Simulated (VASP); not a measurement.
# BP: single point with LDA

The system is BP.

```
B P
1.0
     0.00000    2.26832    2.26832
     2.26832    0.00000    2.26832
     2.26832    2.26832    0.00000
B P
1 1
Cartesian
  0.0000 0.0000 0.0000
  1.1342 1.1342 1.1342
```

```
Program                : VASP 6.6.1
Task                   : single point
Functional             : LDA
Potentials or basis    : VASP PAW LDA potentials, release 64 (B, P)
Cutoff                 : 520 eV
k mesh                 : 10 × 10 × 10
Occupations            : gaussian, width 0.01 eV
Spin                   : no spin polarisation
Dipole correction      : no
Further INCAR settings : ALGO = Normal; EDIFF = 1e-06; NBANDS = 11
```

The pressure is -5.2 GPa and the band gap on the k mesh is 1.19 eV, indirect (least direct gap 3.38 eV).

Levels at points of the mesh, in eV from the valence-band top:
| k point | band 1 | band 2 | band 3 | band 4 | band 5 | band 6 | band 7 | band 8 |
| --- | --- | --- | --- | --- | --- | --- | --- | --- |
| (0.00, 0.00, 0.00) | -15.40 | 0.00 | 0.00 | 0.00 | 3.38 | 3.38 | 3.38 | 7.38 |
| (0.50, 0.00, 0.00) | -12.06 | -9.02 | -1.75 | -1.75 | 3.79 | 4.68 | 4.68 | 9.92 |
| (0.50, 0.50, 0.00) | -10.56 | -8.49 | -4.11 | -4.11 | 1.30 | 1.55 | 12.01 | 12.01 |

Run time: 2.9 s on 1 thread of Intel(R) Xeon(R) 6975P-C (Granite Rapids), on a shared host, peak memory 0.12 GiB.

A k mesh can miss the band edges. Expect the measured gap to be larger: semilocal functionals such as LDA lack the derivative discontinuity.
